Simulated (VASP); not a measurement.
**CsSnI3: single point with PBE**

Crystal: CsSnI3.

```
Cs Sn I
1.0
     6.42874    0.00000    0.00000
     0.00000    6.42874    0.00000
     0.00000    0.00000    6.19608
Cs Sn I
1 1 3
Direct
  0.00000 0.00000 0.00000
  0.50000 0.50000 0.50000
  0.50000 0.50000 0.00000
  0.50000 0.00000 0.50000
  0.00000 0.50000 0.50000
```

This cell differs from its parent crystal: epitaxial xy strain +3.0%.

```yaml
Program: VASP 6.6.1
Task: single point
Functional: PBE
Potentials_or_basis: VASP PAW PBE potentials, release 64 (Cs_sv, Sn_d, I)
Cutoff: 520 eV
k_mesh: 4 × 4 × 4
Occupations: fermi-dirac, width 0.02 eV
Spin: no spin polarisation
```

| Item | Value |
| --- | --- |
| Pressure | -0.3 GPa |
| Band gap on the k mesh | 0.50 eV, direct |

Stress tensor (GPa, compression positive):
```
-0.65  0.00  0.00
 0.00 -0.65  0.00
 0.00  0.00  0.45
```

Levels at points of the mesh, in eV from the valence-band top:
| k point | band 20 | band 21 | band 22 | band 23 | band 24 | band 25 |
| --- | --- | --- | --- | --- | --- | --- |
| (0.00, 0.00, 0.00) | -1.81 | -1.79 | -1.79 | 2.47 | 3.48 | 3.56 |
| (0.50, 0.00, 0.00) | -1.89 | -1.88 | -1.43 | 1.27 | 3.85 | 4.08 |
| (0.50, 0.50, 0.00) | -2.14 | -1.45 | -0.82 | 1.00 | 1.00 | 4.42 |
| (0.00, 0.00, 0.50) | -1.90 | -1.90 | -1.20 | 1.32 | 4.00 | 4.00 |
| (0.50, 0.00, 0.50) | -2.15 | -1.40 | -0.59 | 0.88 | 1.07 | 3.74 |
| (0.50, 0.50, 0.50) | -1.39 | -1.39 | 0.00 | 0.50 | 0.50 | 0.72 |

Run time: 100 s on 1 thread of AMD EPYC 7R43 64-Core Processor (Zen 3), with other jobs on the host, peak memory 0.37 GiB.

Caveat: the cell differs from its parent crystal (epitaxial xy strain +3.0%); spin-orbit coupling is left out, which moves the levels of the heavy elements. A k mesh can miss the band edges.
